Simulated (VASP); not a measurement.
# Ta3Cu (I4/mmm) in VASP: settings compared

Ta3Cu is run at these levels: PBEsol, LDA, PBE; tasks: relaxation of cell and atoms, single point.

Program: VASP 6.6.1. These are calculated values, not measurements. Logs are shortened: lines on timing, memory, paths and dates and some standing lists are left out, and cuts for length are marked.

### 1 The cell of the first run

The structure is tetragonal, space group I4/mmm (No. 139). The conventional cell has a = 4.013 Å, b = 4.013 Å, c = 8.416 Å, α = 90.00°, β = 90.00°, γ = 90.00°. Ta (site symmetry 4/mmm) has 4 Cu at 2.84 Å and 8 Ta at 2.91 Å within 3.7 Å. Within 3.7 Å of Ta (site symmetry -4m2) lie 8 Ta at 2.84 to 2.91 Å and 4 Cu at 2.91 Å. Cu (site symmetry 4/mmm) has 12 Ta at 2.84 to 2.91 Å within 3.7 Å.

### 2 Relaxation of cell and atoms, PBEsol, target pressure 10 GPa, at which the enthalpy is minimised

INCAR

```
PREC = Accurate
ENCUT = 600
EDIFF = 1E-6
ISMEAR = -1
SIGMA = 0.05
LREAL = F
LASPH = T
NELM = 60
ALGO = Normal
ISIF = 3
LWAVE = F
LCHARG = F
GGA = PS
IBRION = 2
NSW = 80
EDIFFG = -0.02
PSTRESS = 100.0
```

KPOINTS

```
regular mesh
0
Gamma
  9 9 9
```

POSCAR

```
Ta3Cu
1.0
   -2.0065070000      2.0065070000      4.2081700000
    2.0065070000     -2.0065070000      4.2081700000
    2.0065070000      2.0065070000     -4.2081700000
Ta Cu
3 1
Direct
    0.5000000000      0.5000000000      0.0000000000
    0.2500000000      0.7500000000      0.5000000000
    0.7500000000      0.2500000000      0.5000000000
    0.0000000000      0.0000000000      0.0000000000
```

Potentials or basis: VASP PAW PBE potentials, release 64 (Ta_pv, Cu).

Command:

```console
> cat potpaw_PBE.64/Ta_pv/POTCAR potpaw_PBE.64/Cu/POTCAR > POTCAR
> mpirun -np 1 vasp_std > vasp.out
```

OUTCAR:

```text
PREC = Accurate
   ENCUT = 600
   EDIFF = 1E-6
   ISMEAR = -1
   LREAL = F
   LASPH = T
   NELM = 60
   ISIF = 3
   GGA = PS
   IBRION = 2
   NSW = 80
   EDIFFG = -0.02
   PSTRESS = 100.0

 ion  position               nearest neighbor table
   1  0.500  0.500  0.000-   4 2.84   4 2.84   4 2.84   4 2.84   3 2.91   2 2.91   3 2.91   3 2.91
                             2 2.91   2 2.91   3 2.91   2 2.91
   2  0.250  0.750  0.500-   3 2.84   3 2.84   3 2.84   3 2.84   4 2.91   1 2.91   4 2.91   1 2.91
                             4 2.91   4 2.91   1 2.91   1 2.91
   3  0.750  0.250  0.500-   2 2.84   2 2.84   2 2.84   2 2.84   4 2.91   1 2.91   4 2.91   4 2.91
                             1 2.91   1 2.91   4 2.91   1 2.91
   4  0.000  0.000  0.000-   1 2.84   1 2.84   1 2.84   1 2.84   3 2.91   2 2.91   3 2.91   2 2.91
                             3 2.91   3 2.91   2 2.91   2 2.91

  LATTYP: Found a body centered tetragonal cell.
 ALAT       =     4.0130140000
 C/A-ratio  =     2.0972615595

  Lattice vectors:

 A1 = (  -2.0065070000,   2.0065070000,   4.2081700000)
 A2 = (   2.0065070000,  -2.0065070000,   4.2081700000)
 A3 = (   2.0065070000,   2.0065070000,  -4.2081700000)

Analysis of symmetry for initial positions (statically):
=====================================================================
 Subroutine PRICEL returns:
 Original cell was already a primitive cell.

 Routine SETGRP: Setting up the symmetry group for a
 body centered tetragonal supercell.

 Subroutine GETGRP returns: Found 16 space group operations
 (whereof 16 operations were pure point group operations)
 out of a pool of 16 trial point group operations.

The static configuration has the point symmetry D_4h.

Analysis of symmetry for dynamics (positions and initial velocities):
=====================================================================
 Subroutine PRICEL returns:
 Original cell was already a primitive cell.

 Routine SETGRP: Setting up the symmetry group for a
 body centered tetragonal supercell.

 Subroutine GETGRP returns: Found 16 space group operations
 (whereof 16 operations were pure point group operations)
 out of a pool of 16 trial point group operations.

The dynamic configuration has the point symmetry D_4h.

 Subroutine INISYM returns: Found 16 space group operations
 (whereof 16 operations are pure point group operations),
 and found     1 'primitive' translations

----------------------------------------------------------------------------------------

                                     Primitive cell

  volume of cell :      67.7696

  direct lattice vectors                    reciprocal lattice vectors
    -2.006507000  2.006507000  4.208170000     0.000000000  0.249189263  0.118816493
     2.006507000 -2.006507000  4.208170000     0.249189263  0.000000000  0.118816493
     2.006507000  2.006507000 -4.208170000     0.249189263  0.249189263  0.000000000

  length of vectors
     5.075513317  5.075513317  5.075513317     0.276066383  0.276066383  0.352406835

  position of ions in fractional coordinates (direct lattice)
     0.500000000  0.500000000  0.000000000
     0.250000000  0.750000000  0.500000000
     0.750000000  0.250000000  0.500000000
     0.000000000  0.000000000  0.000000000

  ion indices of the primitive-cell ions
   primitive index   ion index
                 1           1
                 2           2
                 3           3
                 4           4

----------------------------------------------------------------------------------------

 KPOINTS: regular mesh

Automatic generation of k-mesh.
 Grid dimensions read from file:
 generate k-points for:    9    9    9

 Generating k-lattice:

  Cartesian coordinates                     Fractional coordinates (reciprocal lattice)
     0.000000000  0.027687696  0.013201833     0.111111111 -0.000000000  0.000000000
     0.027687696  0.000000000  0.013201833    -0.000000000  0.111111111  0.000000000
     0.027687696  0.027687696  0.000000000     0.000000000  0.000000000  0.111111111

  Length of vectors
     0.030674043  0.030674043  0.039156315

  Shift w.r.t. Gamma in fractional coordinates (k-lattice)
     0.000000000  0.000000000  0.000000000

 Subroutine IBZKPT returns following result:
 ===========================================

 Found     75 irreducible k-points:

 Following reciprocal coordinates:
            Coordinates               Weight
  0.000000  0.000000  0.000000      1.000000
  0.111111  0.000000 -0.000000      8.000000
  0.222222  0.000000 -0.000000      8.000000
  0.333333  0.000000 -0.000000      8.000000
  0.444444  0.000000 -0.000000      8.000000
  0.111111  0.111111 -0.000000      8.000000
[... 16 lines left out ...]
 -0.333333  0.333333  0.000000      4.000000
  0.444444  0.444444 -0.000000      8.000000
 [... further k-points ...]
   k-points           NKPTS =     75   k-points in BZ     NKDIM =     75   number of bands    NBANDS=     26
   number of dos      NEDOS =    301   number of ions     NIONS =      4
   total plane-waves  NPLWV =  74088
   dimension x,y,z NGX =    42 NGY =   42 NGZ =   42
   dimension x,y,z NGXF=    84 NGYF=   84 NGZF=   84
   ions per type =               3   1
   NGX,Y,Z   is equivalent  to a cutoff of  13.76, 13.76, 13.76 a.u.
   NGXF,Y,Z  is equivalent  to a cutoff of  27.51, 27.51, 27.51 a.u.
 SYSTEM =  unknown system
   PREC   = accura    normal or accurate (medium, high low for compatibility)
   ISTART =      0    job   : 0-new  1-cont  2-samecut
   ICHARG =      2    charge: 1-file 2-atom 10-const
   ISPIN  =      1    spin polarized calculation?
   LNONCOLLINEAR =      F non collinear calculations
   LSORBIT =      F    spin-orbit coupling
   LASPH  =      T    aspherical Exc in radial PAW
   ENCUT  =  600.0 eV  44.10 Ry    6.64 a.u.  10.14 10.14 10.14*2*pi/ulx,y,z
   NELM   =     60;   NELMIN=  2; NELMDL= -5     # of ELM steps
   EDIFF  = 0.1E-05   stopping-criterion for ELM
   LREAL  =      F    real-space projection
   EDIFFG = -.2E-01   stopping-criterion for IOM
   NSW    =     80    number of steps for IOM
   IBRION =      2    ionic relax: 0-MD 1-quasi-New 2-CG
   NFREE  =      1    steps in history (QN), initial steepest desc. (CG)
   ISIF   =      3    stress and relaxation
   ISYM   =      2    0-nonsym 1-usesym 2-fastsym
   POTIM  = 0.5000    time-step for ionic-motion
   TEBEG  =    0.0;   TEEND  =   0.0 temperature during run
   PSTRESS=  100.0 pullay stress
   NELECT =      44.0000    total number of electrons
   NUPDOWN=      -1.0000    fix difference up-down
   EMIN   =  10.00;   EMAX   =-10.00  energy-range for DOS
   EFERMI =   0.00;   METHOD = LEGACY
   ISMEAR =    -1;   SIGMA  =   0.05  broadening in eV -4-tet -1-fermi 0-gaus
   EFERMI_NEDOS =   21; number of points for ismear=-14 and -15
   IALGO  =     38    algorithm
   IMIX   =      4    mixing-type and parameters
     AMIX     =   0.40;   BMIX     =  1.00
     AMIX_MAG =   1.60;   BMIX_MAG =  1.00
  volume/ion in A,a.u.               =      16.94       114.33
  Fermi-wavevector in a.u.,A,eV,Ry     =   1.417580  2.678837 27.341349  2.009532
  Thomas-Fermi vector in A             =   2.538795
   LORBIT       =      0    0 simple, 1 ext, 2 COOP (PROOUT), +10 PAW based schemes
   GGA     = PS    functional components
   LHFCALC =     F    Hartree Fock is set to
   AEXX    =    0.0000 exact exchange contribution
   IVDW    =     0    specifies the selected vdW correction
   LEPSILON=     F    determine dielectric tensor
   LRPA    =     F    only Hartree local field effects (RPA)
 conjugate gradient relaxation of ions
 non-spin polarized calculation
  energy-cutoff  :      600.00
  volume of cell :       67.77
 maximum number of plane-waves:      2284
 NGX is ok and might be reduce to    42
   NGX = 21   NGY = 21   NGZ = 21

--------------------------------------- Ionic step        1  -------------------------------------------

 number of electron      43.9999997 magnetization

 Free energy of the ion-electron system (eV)
  ---------------------------------------------------
  ext. energy  EPLUGINS =         0.00000000
  ---------------------------------------------------
  free energy    TOTEN  =       -41.24715906 eV

  energy without entropy =      -41.21269937  energy(sigma->0) =      -41.22992921

------------------------ aborting loop because EDIFF is reached ----------------------------------------

  FORCE on cell =-STRESS in cart. coord.  units (eV):
  Direction    XX          YY          ZZ          XY          YZ          ZX
  --------------------------------------------------------------------------------------
  -------------------------------------------------------------------------------------
  Total       -2.4680246     -2.4680246     -2.6792108      0.0000000      0.0000000      0.0000000
  in kB      -58.3479290    -58.3479290    -63.3406971      0.0000000      0.0000000      0.0000000
  external PRESSURE =    -160.0121850 kB  Pullay stress =     100.0000000 kB
[... 103 lines left out ...]
  energy  without entropy=      -41.1830042356  energy(sigma->0) =      -41.20014652

  enthalpy is  TOTEN    =       -37.2904406329 eV   P V=        3.9268481656

[... ionic steps 4 to 7 ...]

--------------------------------------- Ionic step        8  -------------------------------------------

 number of electron      44.0000003 magnetization

------------------------ aborting loop because EDIFF is reached ----------------------------------------
[... 75 lines left out ...]
--------------------------------------- Ionic step       10  -------------------------------------------

 number of electron      44.0000003 magnetization

 Free energy of the ion-electron system (eV)
  ---------------------------------------------------
  ext. energy  EPLUGINS =         0.00000000
  ---------------------------------------------------
  free energy    TOTEN  =       -41.19932350 eV

  energy without entropy =      -41.16481556  energy(sigma->0) =      -41.18206953

 E-fermi :   6.5674     XC(G=0): -13.0261

 val. band max:        6.5657651417   @ k =   0.4444   0.0000  -0.0000
 cond. band min:       6.5787028634   @ k =  -0.1111   0.1111   0.0000
 fundamental gap:      0.0129377216
 Fermi energy:         6.5674435082

 k-point     1 :       0.0000    0.0000    0.0000
  band No.  band energies     occupation
      1     -27.9956      2.00000
      2     -27.7979      2.00000
      3     -27.7979      2.00000
      4     -27.4797      2.00000
      5     -27.4797      2.00000
      6     -27.3236      2.00000
[... 685 lines left out ...]
     25       7.6890      0.00000
     26       8.5059      0.00000

 [... further k-points ...]

------------------------ aborting loop because EDIFF is reached ----------------------------------------

  FORCE on cell =-STRESS in cart. coord.  units (eV):
  Direction    XX          YY          ZZ          XY          YZ          ZX
  --------------------------------------------------------------------------------------
  -------------------------------------------------------------------------------------
  Total        3.9090263      3.9090263      3.9076482      0.0000000     -0.0000000      0.0000000
  in kB      100.0924614    100.0924614    100.0571741      0.0000000     -0.0000000      0.0000000
  external PRESSURE =       0.0806990 kB  Pullay stress =     100.0000000 kB
[... 23 lines left out ...]
  energy  without entropy=      -41.1648155560  energy(sigma->0) =      -41.18206953

  enthalpy is  TOTEN    =       -37.2939081600 eV   P V=        3.9054153405

 reached required accuracy - stopping structural energy minimisation
```

It took 17 min on 1 thread of Intel Xeon 6975P-C (Granite Rapids), shared host; peak memory 0.38 GiB.

Results:

* Free energy: -41.1993 eV
* Relaxed volume: 15.64 Å³/atom
* Relaxed cell: a = 4.916 Å, b = 4.916 Å, c = 4.916 Å, α = 132.92°, β = 132.92°, γ = 68.78°
* Space group after relaxing (to 0.1 Å): I4/mmm (No. 139)
* Energy change on relaxing (the run minimises the enthalpy): +12.0 meV/atom
* Ionic steps: 10
* Pressure after relaxing: 10.0 GPa
* Band gap on the k mesh: zero (bands 22 and 23 overlap by 1.54 eV)

Step by step:
```csv
step,energy change (eV),largest force (eV/Å),pressure (GPa),volume (Å³)
1,0.0000,0.0000,-6.00,67.77
2,2.2582,0.0000,67.69,52.49
3,0.0299,0.0000,8.82,62.92
4,0.0454,0.0000,9.87,62.65
5,0.0516,0.0000,10.22,62.55
6,0.0509,0.0000,10.19,62.54
7,0.0522,0.0000,10.25,62.50
8,0.0515,0.0000,10.21,62.51
9,0.0383,0.0000,9.41,62.73
10,0.0478,0.0000,10.01,62.57
```

Final structure:
```
Ta Cu
1.0
    -1.96357    1.96357    4.05718
     1.96357   -1.96357    4.05718
     1.96357    1.96357   -4.05718
Ta Cu
3 1
Cartesian
  0.0000 0.0000 4.0572
  1.9636 0.0000 2.0286
  0.0000 1.9636 2.0286
  0.0000 0.0000 0.0000
```

Levels at points of the mesh, in eV from the Fermi level:
| k point | band 19 | band 20 | band 21 | band 22 | band 23 | band 24 | band 25 | band 26 |
| --- | --- | --- | --- | --- | --- | --- | --- | --- |
| (0.00, 0.00, 0.00) | -1.86 | -1.86 | -0.24 | -0.24 | 0.05 | 2.48 | 2.51 | 2.77 |

Caveat: the cell is relaxed towards a set pressure, so the run minimises the enthalpy, not the energy; the PAW data sets were made with another functional, which shifts forces and pressure a little; spin-orbit coupling is left out, which moves the levels of the heavy elements.

### 3 Single point, LDA

This run uses another cell than the first one, of 17.62 Å³/atom.

INCAR

```
SYSTEM = Ta3Cu
ALGO     = Fast           ! electronic algorithm
EDIFF    = 1E-7           ! SCF threshold, eV
ENCUT    = 520            ! plane-wave cutoff, eV
ISIF     = 2              ! what is computed and relaxed
ISMEAR   = -1             ! smearing method
LASPH    = .TRUE.         ! aspherical terms in the spheres
LCHARG   = .FALSE.        ! write CHGCAR
LREAL    = .FALSE.        ! projectors in reciprocal space
LWAVE    = .FALSE.        ! write WAVECAR
NBANDS   = 30             ! bands
NELM     = 100            ! most SCF steps
PREC     = Accurate       ! precision mode
SIGMA    = 0.05           ! smearing width, eV
```

KPOINTS

```
k-points
0
G
  9 9 9
  0 0 0
```

POSCAR

```
Ta3Cu
1.0
   -2.0329114359      2.0329114359      4.2635470084
    2.0329114359     -2.0329114359      4.2635470084
    2.0329114359      2.0329114359     -4.2635470084
Ta Cu
3 1
Direct
    0.5000000000      0.5000000000      0.0000000000
    0.2500000000      0.7500000000      0.5000000000
    0.7500000000      0.2500000000      0.5000000000
    0.0000000000      0.0000000000      0.0000000000
```

Potentials or basis: VASP PAW LDA potentials, release 64 (Ta_pv, Cu).

Command:

```console
> cat potpaw_LDA.64/Ta_pv/POTCAR potpaw_LDA.64/Cu/POTCAR > POTCAR
> mpirun -np 1 vasp_std > vasp.out
```

Run time: 12 min. Hardware: 1 thread of Intel Xeon 8259CL, shared host; peak memory 0.3 GiB.

It converged, with:

```yaml
Free_energy: -42.1289 eV
Pressure: -16.5 GPa
Band_gap_on_the_k_mesh: zero (bands 22 and 23 overlap by 1.26 eV)
```

Stress tensor (GPa, compression positive):
```
-16.31   0.00   0.00
  0.00 -16.31   0.00
  0.00   0.00 -16.77
```

Levels at points of the mesh, in eV from the Fermi level:
```tsv
k point	band 18	band 19	band 20	band 21	band 22	band 23	band 24	band 25	band 26	band 27
(0.00, 0.00, 0.00)	-1.82	-1.54	-1.54	-0.17	-0.17	0.04	1.97	2.10	2.31	2.60
```

Caveat: the cell stands under tension; spin-orbit coupling is left out, which moves the levels of the heavy elements.

(Part 1 of 2 ends here.)

The gap in the log of VASP goes by the Fermi energy; the results here count the filled bands.